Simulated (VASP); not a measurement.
Wanted: the native input for a VASP 6.6.1 run.

```
Task                   : single point
Functional             : PBE
Dispersion             : D3(BJ)
Potentials or basis    : VASP PAW PBE potentials, release 64 (Ge_d, F)
Cutoff                 : 520 eV
k mesh                 : 7 × 7 × 1
Occupations            : gaussian, width 0.1 eV
Spin                   : no spin polarisation
Dipole correction      : yes
Further INCAR settings : ALGO = Normal; EDIFF = 1e-06; NBANDS = 40
```

The structure of Ge4F lies in POSCAR:

```
Ge4F
1.0
    4.0303587907      0.0000000000      0.0000000000
    0.0000000000      4.0303587907      0.0000000000
    0.0000000000      0.0000000000     21.6416627718
Ge F
4 1
Direct
    0.0000000000      0.5000000000      0.1848286817
    0.0000000000      0.0000000000      0.2506714513
    0.5000000000      0.0000000000      0.3196569899
    0.5000000000      0.5000000000      0.3854446333
    0.5000000000      0.6250000000      0.5379282957
```

The input as run:

INCAR

```
PREC = Accurate
ENCUT = 520
EDIFF = 1E-6
ISMEAR = 0
SIGMA = 0.1
LREAL = F
LASPH = T
NELM = 100
ALGO = Normal
ISIF = 2
LWAVE = F
LCHARG = T
LDIPOL = T
IDIPOL = 3
DIPOL = 0.5 0.5 0.336
GGA = PE
IVDW = 12
LELF = T
LVHAR = T
LVACPOTAV = T
NBANDS = 40
```

KPOINTS

```
regular mesh
0
Gamma
  7 7 1
```

Potentials or basis: VASP PAW PBE potentials, release 64 (Ge_d, F).

The run is started by

```console
$ cat potpaw_PBE.64/Ge_d/POTCAR potpaw_PBE.64/F/POTCAR > POTCAR
$ mpirun -np 1 vasp_std > vasp.out
```

It gave:

The largest force is 0.923 eV/Å and the dispersion energy per atom is -0.176 eV.

Caveat: an odd number of electrons without spin polarisation forces a metal; a magnetic or distorted state may lie lower.

Wall time 11 min on 1 thread of AMD EPYC 7R13, on a shared host, peak memory 0.46 GiB.
